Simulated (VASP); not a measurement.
A run of VASP 6.6.1 is set up as follows.

The input INCAR:

```
SYSTEM = Al2O3
  PREC = Accurate
  ENCUT = 600
  EDIFF = 1E-6
  ISMEAR = 0
  SIGMA = 0.1
  LREAL = .FALSE.
  LASPH = .TRUE.
  NELM = 200
  ALGO = Normal
  ISIF = 2
  LWAVE = .FALSE.
  LCHARG = .FALSE.
  ISPIN = 2
  MAGMOM = 0 0 1 1 1
  LORBIT = 11
  GGA = PE
  NBANDS = 24
  GGA_COMPAT = .FALSE.
```

Contents of KPOINTS:

```
regular mesh
0
G
  6 6 4
  0 0 0
```

The input POSCAR:

```
Al2O3
1.0
    4.2897651473      0.0000000000      0.0000000000
   -2.1448825737      3.7150455938      0.0000000000
    0.0000000000      0.0000000000      6.7887130690
Al O
2 3
Direct
    0.3333333333      0.6666666667      0.0000000000
    0.6666666667      0.3333333333      0.0000000000
    0.0000000000      0.0000000000      0.4076773911
    0.0000000000      0.0000000000      0.5923226089
    0.0000000000      0.0000000000      0.0000000000
```

Potentials or basis: VASP PAW PBE potentials, release 64 (Al, O).

Command:

```sh
$ cat potpaw_PBE.64/Al/POTCAR potpaw_PBE.64/O/POTCAR > POTCAR
$ mpirun -np 1 vasp_std > vasp.out
```

Estimate the pressure.

1.4 GPa.

Estimate the largest force.

0.289 eV/Å.

Stress tensor (GPa, compression positive):
```
1.05 0.00 0.00
0.00 1.05 0.00
0.00 0.00 2.18
```

Caveat: the standard files for N, O and F lose accuracy on very short bonds.
